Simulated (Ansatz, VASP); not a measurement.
# Two plane-wave programs on Co2Si

```xyz
12
Lattice="4.8869 0.0000 0.0000 0.0000 3.7133 0.0000 0.0000 0.0000 7.0364" Properties=species:S:1:pos:R:3 pbc="T T T"
Co    4.7126    2.7850    1.5301
Co    0.1742    0.9283    5.5063
Co    2.6177    0.9283    5.0483
Co    2.2692    2.7850    1.9881
Co    4.0391    2.7850    3.9727
Co    0.8477    0.9283    3.0638
Co    3.2912    0.9283    0.4545
Co    1.5957    2.7850    6.5820
Si    1.4506    2.7850    4.2622
Si    3.4363    0.9283    2.7743
Si    0.9929    0.9283    0.7439
Si    3.8940    2.7850    6.2925
```

Alike in both runs: functional PBE; k mesh 4 × 6 × 4; occupations gaussian, width 0.05 eV; collinear spin.

Ansatz relaxed the structure, and its values are those at the end. VASP's run is a single point on that final structure, the one shown.

|  | VASP | Ansatz |
| --- | --- | --- |
| version | VASP 6.6.1 | Ansatz 0.2.0 |
| potentials or method | VASP PAW PBE potentials, release 64 (Co, Si), cutoff 520 eV | scalar-relativistic, plane waves, PAW |
| valence electrons in the cell | 88 | 152 |

|  | VASP | Ansatz | Ansatz less VASP |
| --- | --- | --- | --- |
| gap on the k mesh at the Fermi level (eV) | none | none | - |
| pressure (GPa) | -0.1 | 0.0 | +0.09 |
| rms of the force components (eV/Å) | 0.007 | 0.004 | -0.0028 |
| net moment per atom (μB) | 0.23 | 0.23 | 0.000 |
| size of the moment on the site where the two differ most (μB) | 0.27 | 0.28 | +0.012 |

Site moments also hang on the region over which each program counts them. A gap of «none» marks a metal or a gap that the smearing closes. VASP's potentials hold 88 valence electrons a cell and Ansatz's 152, so a difference there can come from the potentials and not from the codes.
